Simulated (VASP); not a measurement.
**Ta2C: single point with PBEsol**

Ta2C:

```xyz
3
Lattice="3.0636 0.0000 0.0000 -1.5318 2.6532 0.0000 0.0000 0.0000 4.8727" Properties=species:S:1:pos:R:3 pbc="T T T"
Ta    0.0000    1.7688    1.2405
Ta    1.5318    0.8844    3.6322
C     0.0000    0.0000    0.0000
```

```
Program                : VASP 6.6.1
Task                   : single point
Functional             : PBEsol
Potentials or basis    : VASP PAW PBE potentials, release 64 (Ta_pv, C)
Cutoff                 : 520 eV
k mesh                 : 18 × 18 × 8
Occupations            : gaussian, width 0.1 eV
Spin                   : no spin polarisation
Dipole correction      : no
Further INCAR settings : ALGO = Normal; EDIFF = 1e-07; NBANDS = 20
```

```json
{"Pressure": "9.4 GPa", "Largest force": "0.051 eV/Å", "Band gap on the k mesh": "zero (bands 13 and 14 overlap by 0.83 eV)"}
```

Forces on the atoms (eV/Å):
```
Ta   0.000  0.000  0.051
Ta   0.000  0.000 -0.051
C    0.000  0.000  0.000
```

Levels at points of the mesh, in eV from the Fermi level:
```
           k point  band 10  band 11  band 12  band 13  band 14  band 15  band 16  band 17
(0.00, 0.00, 0.00)    -3.65    -2.94    -0.02     0.52     0.52     1.18     1.18     2.42
(0.50, 0.00, 0.00)    -4.10    -3.93    -1.83    -0.17     3.42     3.63     4.93     5.39
(0.00, 0.00, 0.50)    -3.92    -1.97    -1.50    -0.31    -0.31     3.14     3.14     3.64
(0.50, 0.00, 0.50)    -3.61    -2.62    -1.13    -0.94     1.50     1.55     4.57     5.09
```

It took 7 min on 1 thread of Intel Xeon 8259CL, on a shared host, peak memory 0.28 GiB.

Caveat: the cell stands under pressure; the PAW data sets were made with another functional, which shifts forces and pressure a little; spin-orbit coupling is left out, which moves the levels of the heavy elements.
